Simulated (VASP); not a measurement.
Here is a VASP 6.6.1 calculation.

File INCAR:

```
SYSTEM = Eu
PREC = Accurate ; ENCUT = 520
EDIFF = 1E-6 ; ISMEAR = -1
SIGMA = 0.08 ; LREAL = .False.
LASPH = .True. ; NELM = 150
ALGO = Normal ; ISIF = 2
LWAVE = .False. ; LCHARG = .False.
ISPIN = 2 ; MAGMOM = 7 7
LORBIT = 11 ; LMAXMIX = 6
GGA = PE ; NBANDS = 28
```

The input KPOINTS:

```
Automatic mesh
0
Gamma
  8 8 5
  0 0 0
```

File POSCAR:

```
Eu
1.0
    1.9970665100     -3.4797093800      0.0000000000
    1.9970665100      3.4797093800      0.0000000000
    0.0000000000      0.0000000000      6.3407250500
Eu
2
Direct
    0.8368671400      0.1631328600      0.7500000000
    0.1631328600      0.8368671400      0.2500000000
```

Potentials or basis: VASP PAW PBE potentials, release 64 (Eu).

The run is started by

```console
$ cat potpaw_PBE.64/Eu/POTCAR > POTCAR
$ mpirun -np 1 vasp_std > vasp.out
```

Q: Estimate the largest force.

A: 0.023 eV/Å.

Q: Predict the pressure.

A: -0.9 GPa.

Forces in eV/Å, atoms in the order of the input:
```
Eu   0.000  0.023  0.000
Eu   0.000 -0.023  0.000
```

 The state reached can hang on the start; a lower one may exist.
